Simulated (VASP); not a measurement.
A run of VASP 6.6.1 is set up as follows.

INCAR

```
ALGO = Normal
EDIFF = 1E-6
ENCUT = 600
GGA = PS
GGA_COMPAT = False
ISIF = 2
ISMEAR = 0
LASPH = True
LCHARG = False
LREAL = False
LWAVE = False
NBANDS = 25
NELM = 120
PREC = Accurate
SIGMA = 0.02
```

KPOINTS

```
k-points
0
Gamma
  6 6 8
```

File POSCAR:

```
MgF2
1.0
    4.6387877434      0.0000000000      0.0000000000
    0.0000000000      4.6387877434      0.0000000000
    0.0000000000      0.0000000000      3.0621929218
Mg F
2 4
Direct
    0.0000000000      0.0000000000      0.0000000000
    0.5000000000      0.5000000000      0.5000000000
    0.3033761532      0.3033761532      0.0000000000
    0.1966238468      0.8033761532      0.5000000000
    0.6966238468      0.6966238468      0.0000000000
    0.8033761532      0.1966238468      0.5000000000
```

Potentials or basis: VASP PAW PBE potentials, release 64 (Mg, F).

Run with:

```console
$ cat potpaw_PBE.64/Mg/POTCAR potpaw_PBE.64/F/POTCAR > POTCAR
$ mpirun -np 1 vasp_std > vasp.out
```

(1) Estimate the pressure.

(2) What does it give for the band gap on the k mesh?

Answers

(1) -1.0 GPa.

(2) 6.86 eV.

Caveat: the PAW data sets were made with another functional, which shifts forces and pressure a little.
